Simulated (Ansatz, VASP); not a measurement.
One calculation of MgH2, two programs

```
CELL_PARAMETERS angstrom
4.47696 0.00000 0.00000
0.00000 4.47696 0.00000
0.00000 0.00000 3.00752
ATOMIC_POSITIONS crystal
Mg 0.00000 0.00000 0.00000
Mg 0.50000 0.50000 0.50000
H 0.30454 0.30454 0.00000
H 0.19546 0.80454 0.50000
H 0.69546 0.69546 0.00000
H 0.80454 0.19546 0.50000
```

Alike in both runs: task single point; functional r2SCAN; k mesh 6 × 6 × 8; occupations gaussian, width 0.02 eV; no spin polarisation.

|  | VASP | Ansatz |
| --- | --- | --- |
| version | VASP 6.6.1 | Ansatz 0.2.0 |
| potentials or method | VASP PAW PBE potentials, release 64 (Mg, H), cutoff 660 eV | scalar-relativistic, plane waves, PAW |
| valence electrons in the cell | 8 | 24 |

|  | VASP | Ansatz | Ansatz less VASP |
| --- | --- | --- | --- |
| gap on the k mesh at the Fermi level (eV) | 4.42 | 4.44 | +0.017 |
| least direct gap on the mesh (eV) | 5.24 | 5.26 | +0.017 |
| pressure (GPa) | -0.4 | -0.1 | +0.31 |
| traceless stress, the component that is largest in VASP (GPa) | -0.43 | -0.35 | +0.080 |
| rms of the force components (eV/Å) | 0.005 | 0.005 | -0.0008 |

VASP's potentials were made for PBE, not for r2SCAN. Atom by atom the forces differ by 0.001 eV/Å (rms over components). With one functional, cell and mesh, what is left measures potentials, basis and numerics. VASP's potentials hold 8 valence electrons a cell and Ansatz's 24, so a difference there can come from the potentials and not from the codes.
